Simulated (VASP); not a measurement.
# RhC2 (Fm-3m) in VASP: single point with PBEsol+U

Aim: the single point of RhC2 with PBEsol+U.

Program: VASP 6.6.1. These are calculated values, not measurements. Logs are shortened: lines on timing, memory, paths and dates and some standing lists are left out, and cuts for length are marked.

## Step 1: The cell of the first run

The structure is cubic, space group Fm-3m (No. 225). Conventional cell: a = 4.882 Å, b = 4.882 Å, c = 4.882 Å, α = 90.00°, β = 90.00°, γ = 90.00°. Rh (site symmetry m-3m) has 8 C at 2.11 Å within 2.8 Å. C (site symmetry -43m) has 4 Rh at 2.11 Å and 6 C at 2.44 Å within 2.8 Å.

## Step 2: Single point, PBEsol+U

INCAR reads:

```
PREC = Accurate
ENCUT = 700
EDIFF = 1E-6
ISMEAR = 0
SIGMA = 0.05
LREAL = False
LASPH = True
NELM = 200
ALGO = Normal
ISIF = 2
LWAVE = False
LCHARG = False
LMAXMIX = 4
LDAU = True
LDAUTYPE = 2
LDAUL = 2 -1
LDAUU = 6 0
LDAUJ = 0 0
LDAUPRINT = 1
GGA = PS
NBANDS = 20
GGA_COMPAT = False
```

KPOINTS reads:

```
Automatic mesh
0
Gamma
  12 12 12
```

POSCAR reads:

```
RhC2
1.0
    0.0000000000      2.4412493123      2.4412493123
    2.4412493123      0.0000000000      2.4412493123
    2.4412493123      2.4412493123      0.0000000000
Rh C
1 2
Direct
    0.0000000000      0.0000000000      0.0000000000
    0.2500000000      0.2500000000      0.2500000000
    0.7500000000      0.7500000000      0.7500000000
```

Potentials or basis: VASP PAW PBE potentials, release 64 (Rh_sv_GW, C).

Launch:

```sh
cat potpaw_PBE.64/Rh_sv_GW/POTCAR potpaw_PBE.64/C/POTCAR > POTCAR
mpirun -np 1 vasp_std > vasp.out
```

OUTCAR:

```text
PREC = Accurate
   ENCUT = 700
   EDIFF = 1E-6
   ISMEAR = 0
   LREAL = False
   LASPH = True
   NELM = 200
   ISIF = 2
   GGA = PS

 ion  position               nearest neighbor table
   1  0.000  0.000  0.000-   3 2.11   3 2.11   3 2.11   2 2.11   3 2.11   2 2.11   2 2.11   2 2.11

   2  0.250  0.250  0.250-   1 2.11   1 2.11   1 2.11   1 2.11
   3  0.750  0.750  0.750-   1 2.11   1 2.11   1 2.11   1 2.11

  LATTYP: Found a face centered cubic cell.
 ALAT       =     4.8824986246

  Lattice vectors:

 A1 = (   0.0000000000,   2.4412493123,   2.4412493123)
 A2 = (   2.4412493123,   0.0000000000,   2.4412493123)
 A3 = (   2.4412493123,   2.4412493123,   0.0000000000)

Analysis of symmetry for initial positions (statically):
=====================================================================
 Subroutine PRICEL returns:
 Original cell was already a primitive cell.

 Routine SETGRP: Setting up the symmetry group for a
 face centered cubic supercell.

 Subroutine GETGRP returns: Found 48 space group operations
 (whereof 48 operations were pure point group operations)
 out of a pool of 48 trial point group operations.

The static configuration has the point symmetry O_h .

Analysis of symmetry for dynamics (positions and initial velocities):
=====================================================================
 Subroutine PRICEL returns:
 Original cell was already a primitive cell.

 Routine SETGRP: Setting up the symmetry group for a
 face centered cubic supercell.

 Subroutine GETGRP returns: Found 48 space group operations
 (whereof 48 operations were pure point group operations)
 out of a pool of 48 trial point group operations.

The dynamic configuration has the point symmetry O_h .

 Subroutine INISYM returns: Found 48 space group operations
 (whereof 48 operations are pure point group operations),
 and found     1 'primitive' translations

----------------------------------------------------------------------------------------

                                     Primitive cell

  volume of cell :      29.0982

  direct lattice vectors                    reciprocal lattice vectors
     0.000000000  2.441249312  2.441249312    -0.204813166  0.204813166  0.204813166
     2.441249312  0.000000000  2.441249312     0.204813166 -0.204813166  0.204813166
     2.441249312  2.441249312  0.000000000     0.204813166  0.204813166 -0.204813166

  length of vectors
     3.452447887  3.452447887  3.452447887     0.354746809  0.354746809  0.354746809

  position of ions in fractional coordinates (direct lattice)
     0.000000000  0.000000000  0.000000000
     0.250000000  0.250000000  0.250000000
     0.750000000  0.750000000  0.750000000

  ion indices of the primitive-cell ions
   primitive index   ion index
                 1           1
                 2           2
                 3           3

----------------------------------------------------------------------------------------

 KPOINTS: Automatic mesh

Automatic generation of k-mesh.
 Grid dimensions read from file:
 generate k-points for:   12   12   12

 Generating k-lattice:

  Cartesian coordinates                     Fractional coordinates (reciprocal lattice)
    -0.017067764  0.017067764  0.017067764     0.083333333  0.000000000  0.000000000
     0.017067764 -0.017067764  0.017067764     0.000000000  0.083333333  0.000000000
     0.017067764  0.017067764 -0.017067764     0.000000000  0.000000000  0.083333333

  Length of vectors
     0.029562234  0.029562234  0.029562234

  Shift w.r.t. Gamma in fractional coordinates (k-lattice)
     0.000000000  0.000000000  0.000000000

 Subroutine IBZKPT returns following result:
 ===========================================

 Found     72 irreducible k-points:

 Following reciprocal coordinates:
            Coordinates               Weight
  0.000000  0.000000  0.000000      1.000000
  0.083333  0.000000  0.000000      8.000000
  0.166667  0.000000  0.000000      8.000000
  0.250000  0.000000  0.000000      8.000000
  0.333333  0.000000  0.000000      8.000000
  0.416667  0.000000  0.000000      8.000000
[... 16 lines left out ...]
  0.500000  0.166667  0.000000     24.000000
 -0.416667  0.166667  0.000000     24.000000
 [... further k-points ...]
   k-points           NKPTS =     72   k-points in BZ     NKDIM =     72   number of bands    NBANDS=     20
   number of dos      NEDOS =    301   number of ions     NIONS =      3
   total plane-waves  NPLWV =  27000
   dimension x,y,z NGX =    30 NGY =   30 NGZ =   30
   dimension x,y,z NGXF=    60 NGYF=   60 NGZF=   60
   ions per type =               1   2
   NGX,Y,Z   is equivalent  to a cutoff of  14.45, 14.45, 14.45 a.u.
   NGXF,Y,Z  is equivalent  to a cutoff of  28.89, 28.89, 28.89 a.u.
 SYSTEM =  unknown system
   PREC   = accura    normal or accurate (medium, high low for compatibility)
   ISTART =      0    job   : 0-new  1-cont  2-samecut
   ICHARG =      2    charge: 1-file 2-atom 10-const
   ISPIN  =      1    spin polarized calculation?
   LNONCOLLINEAR =      F non collinear calculations
   LSORBIT =      F    spin-orbit coupling
   LASPH  =      T    aspherical Exc in radial PAW
   ENCUT  =  700.0 eV  51.45 Ry    7.17 a.u.   7.45  7.45  7.45*2*pi/ulx,y,z
   NELM   =    200;   NELMIN=  2; NELMDL= -5     # of ELM steps
   EDIFF  = 0.1E-05   stopping-criterion for ELM
   LREAL  =      F    real-space projection
   EDIFFG = 0.1E-04   stopping-criterion for IOM
   NSW    =      0    number of steps for IOM
   IBRION =     -1    ionic relax: 0-MD 1-quasi-New 2-CG
   NFREE  =      0    steps in history (QN), initial steepest desc. (CG)
   ISIF   =      2    stress and relaxation
   ISYM   =      2    0-nonsym 1-usesym 2-fastsym
   POTIM  = 0.5000    time-step for ionic-motion
   TEBEG  =    0.0;   TEEND  =   0.0 temperature during run
   PSTRESS=    0.0 pullay stress
   NELECT =      25.0000    total number of electrons
   NUPDOWN=      -1.0000    fix difference up-down
   EMIN   =  10.00;   EMAX   =-10.00  energy-range for DOS
   EFERMI =   0.00;   METHOD = LEGACY
   ISMEAR =     0;   SIGMA  =   0.05  broadening in eV -4-tet -1-fermi 0-gaus
   EFERMI_NEDOS =   21; number of points for ismear=-14 and -15
   IALGO  =     38    algorithm
   IMIX   =      4    mixing-type and parameters
     AMIX     =   0.40;   BMIX     =  1.00
     AMIX_MAG =   1.60;   BMIX_MAG =  1.00
  volume/ion in A,a.u.               =       9.70        65.45
  Fermi-wavevector in a.u.,A,eV,Ry     =   1.556322  2.941022 32.955177  2.422137
  Thomas-Fermi vector in A             =   2.660134
   LORBIT       =      0    0 simple, 1 ext, 2 COOP (PROOUT), +10 PAW based schemes
 LDA+U is selected, type is set to LDAUTYPE =  2
   angular momentum for each species LDAUL =     2   -1
   U (eV)           for each species LDAUU =   6.0  0.0
   J (eV)           for each species LDAUJ =   0.0  0.0
   GGA     = PS    functional components
   LHFCALC =     F    Hartree Fock is set to
   AEXX    =    0.0000 exact exchange contribution
   IVDW    =     0    specifies the selected vdW correction
   LEPSILON=     F    determine dielectric tensor
   LRPA    =     F    only Hartree local field effects (RPA)
 non-spin polarized calculation
 Gauss-broadening in eV      SIGMA  =   0.05
  energy-cutoff  :      700.00
  volume of cell :       29.10
 maximum number of plane-waves:      1245
 NGX is ok and might be reduce to    30
   NGX = 15   NGY = 15   NGZ = 15

atom =   1  type =  1  l = 2

 onsite density matrix

spin component  1

  0.5708 -0.0000  0.0000  0.0000  0.0000
 -0.0000  0.5708 -0.0000 -0.0000  0.0000
  0.0000 -0.0000  0.8060  0.0000 -0.0000
  0.0000 -0.0000  0.0000  0.5708 -0.0000
  0.0000  0.0000 -0.0000 -0.0000  0.8060

spin component  2

  0.5708 -0.0000  0.0000  0.0000  0.0000
 -0.0000  0.5708 -0.0000 -0.0000  0.0000
  0.0000 -0.0000  0.8060  0.0000 -0.0000
  0.0000 -0.0000  0.0000  0.5708 -0.0000
  0.0000  0.0000 -0.0000 -0.0000  0.8060

 occupancies and eigenvectors

  o =  0.5708  v =  0.0000  0.0463  0.0000  0.9989  0.0000  0.0000  0.0000  0.0000  0.0000  0.0000      0.0000  0.0000  0.0000  0.0000  0.0000  0.0000  0.0000  0.0000  0.0000  0.0000
  o =  0.5708  v =  0.0000  0.0000  0.0000  0.0000  0.0000  0.0000  0.0463  0.0000  0.9989  0.0000      0.0000  0.0000  0.0000  0.0000  0.0000  0.0000  0.0000  0.0000  0.0000  0.0000
  o =  0.5708  v =  0.0000  0.0000  0.0000  0.0000  0.0000  1.0000  0.0000  0.0000  0.0000  0.0000      0.0000  0.0000  0.0000  0.0000  0.0000  0.0000  0.0000  0.0000  0.0000  0.0000
  o =  0.5708  v =  1.0000  0.0000  0.0000  0.0000  0.0000  0.0000  0.0000  0.0000  0.0000  0.0000      0.0000  0.0000  0.0000  0.0000  0.0000  0.0000  0.0000  0.0000  0.0000  0.0000
  o =  0.5708  v =  0.0000 -0.9989  0.0000  0.0463  0.0000  0.0000  0.0000  0.0000  0.0000  0.0000      0.0000  0.0000  0.0000  0.0000  0.0000  0.0000  0.0000  0.0000  0.0000  0.0000
  o =  0.5708  v =  0.0000  0.0000  0.0000  0.0000  0.0000  0.0000 -0.9989  0.0000  0.0463  0.0000      0.0000  0.0000  0.0000  0.0000  0.0000  0.0000  0.0000  0.0000  0.0000  0.0000
  o =  0.8060  v =  0.0000 -0.0000 -0.9998  0.0000 -0.0214  0.0000  0.0000  0.0000  0.0000  0.0000      0.0000  0.0000  0.0000  0.0000  0.0000  0.0000  0.0000  0.0000  0.0000  0.0000
  o =  0.8060  v =  0.0000  0.0000  0.0000  0.0000  0.0000  0.0000 -0.0000 -0.9998  0.0000 -0.0214      0.0000  0.0000  0.0000  0.0000  0.0000  0.0000  0.0000  0.0000  0.0000  0.0000
  o =  0.8060  v =  0.0000  0.0000  0.0000  0.0000  0.0000  0.0000  0.0000 -0.0214 -0.0000  0.9998      0.0000  0.0000  0.0000  0.0000  0.0000  0.0000  0.0000  0.0000  0.0000  0.0000
  o =  0.8060  v =  0.0000  0.0000 -0.0214 -0.0000  0.9998  0.0000  0.0000  0.0000  0.0000  0.0000      0.0000  0.0000  0.0000  0.0000  0.0000  0.0000  0.0000  0.0000  0.0000  0.0000

 number of electron      25.0000001 magnetization

 Free energy of the ion-electron system (eV)
  ---------------------------------------------------
  ext. energy  EPLUGINS =         0.00000000
  ---------------------------------------------------
  free energy    TOTEN  =       -14.58888201 eV

  energy without entropy =      -14.58616407  energy(sigma->0) =      -14.58752304

 E-fermi :   8.0623     XC(G=0): -13.0212

 val. band max:        8.0603251522   @ k =   0.4167   0.1667   0.0000
 cond. band min:       8.0699481062   @ k =   0.5000   0.2500   0.0833
 fundamental gap:      0.0096229540
 Fermi energy:         8.0622626835

 k-point     1 :       0.0000    0.0000    0.0000
  band No.  band energies     occupation
      1     -70.2401      2.00000
      2     -38.1910      2.00000
      3     -38.1910      2.00000
      4     -38.1910      2.00000
      5      -6.4288      2.00000
      6       1.2445      2.00000
[... 12 lines left out ...]
     19      19.3338      0.00000
     20      19.3338      0.00000

 k-point     2 :       0.0833    0.0000    0.0000
  band No.  band energies     occupation
      1     -70.2398      2.00000
      2     -38.1957      2.00000
      3     -38.1917      2.00000
      4     -38.1917      2.00000
      5      -6.3104      2.00000
      6       0.6643      2.00000
[... 12 lines left out ...]
     19      19.6470      0.00000
     20      19.6470      0.00000

 k-point     3 :       0.1667    0.0000    0.0000
  band No.  band energies     occupation
      1     -70.2390      2.00000
      2     -38.2084      2.00000
      3     -38.1938      2.00000
      4     -38.1938      2.00000
      5      -5.9670      2.00000
      6      -0.2141      2.00000
[... 12 lines left out ...]
     19      20.5007      0.00000
     20      20.5007      0.00000

 k-point     4 :       0.2500    0.0000    0.0000
  band No.  band energies     occupation
      1     -70.2380      2.00000
      2     -38.2258      2.00000
      3     -38.1967      2.00000
      4     -38.1967      2.00000
      5      -5.4366      2.00000
      6      -0.9988      2.00000
[... 429 lines left out ...]
 k-point    23 :       0.5000    0.1667    0.0000
  band No.  band energies     occupation
      1     -70.2355      2.00000
      2     -38.2539      2.00000
      3     -38.2126      2.00000
      4     -38.2064      2.00000
      5      -3.6468      2.00000
      6      -2.2966      2.00000
[... 12 lines left out ...]
     19      23.1081      0.00000
     20      26.0443      0.00000

 k-point    24 :      -0.4167    0.1667    0.0000
  band No.  band energies     occupation
      1     -70.2355      2.00000
      2     -38.2544      2.00000
      3     -38.2148      2.00000
      4     -38.2050      2.00000
      5      -3.5552      2.00000
      6      -2.3556      2.00000
[... 12 lines left out ...]
     19      23.1000      0.00000
     20      26.2311      0.00000

 [... further k-points ...]

------------------------ aborting loop because EDIFF is reached ----------------------------------------

  FORCE on cell =-STRESS in cart. coord.  units (eV):
  Direction    XX          YY          ZZ          XY          YZ          ZX
  --------------------------------------------------------------------------------------
  -------------------------------------------------------------------------------------
  Total       -0.2254927     -0.2254927     -0.2254927     -0.0000000      0.0000000     -0.0000000
  in kB      -12.4158556    -12.4158556    -12.4158556     -0.0000000      0.0000000     -0.0000000
  external PRESSURE =     -12.4158556 kB  Pullay stress =       0.0000000 kB

 VOLUME and BASIS-vectors are now :
 -----------------------------------------------------------------------------
  energy-cutoff  :      700.00
  volume of cell :       29.10
      direct lattice vectors                 reciprocal lattice vectors
     0.000000000  2.441249312  2.441249312    -0.204813166  0.204813166  0.204813166
     2.441249312  0.000000000  2.441249312     0.204813166 -0.204813166  0.204813166
     2.441249312  2.441249312  0.000000000     0.204813166  0.204813166 -0.204813166

 POSITION                                       TOTAL-FORCE (eV/Angst)
 -----------------------------------------------------------------------------------
      0.00000      0.00000      0.00000        -0.000000     -0.000000     -0.000000
      1.22062      1.22062      1.22062        -0.000000     -0.000000      0.000000
      3.66187      3.66187      3.66187         0.000000      0.000000     -0.000000
 -----------------------------------------------------------------------------------
    total drift:                                0.000000     -0.000000     -0.000000

  FREE ENERGIE OF THE ION-ELECTRON SYSTEM (eV)
  ---------------------------------------------------
  free  energy   TOTEN  =       -14.5888820099 eV

  energy  without entropy=      -14.5861640696  energy(sigma->0) =      -14.58752304
```

Wall time 30 s (1 thread of AMD EPYC 9R45 (Zen 5), shared host); peak memory 0.2 GiB.

Results:

* Free energy: -14.5889 eV
* Pressure: -1.2 GPa
* Band gap on the k mesh: zero (an odd number of electrons rules out a gap without spin polarisation)

Eigenvalues of the final occupation matrices:
```tsv
site	spin	trace	eigenvalues
site 1 d	1	3.32	0.57 0.57 0.57 0.81 0.81
site 1 d	2	3.32	0.57 0.57 0.57 0.81 0.81
```

Caveat: the PAW data sets were made with another functional, which shifts forces and pressure a little; an odd number of electrons without spin polarisation forces a metal; a magnetic or distorted state may lie lower; U without spin polarisation on a metal has little footing; the U is typed as a test and isn't derived for this compound.
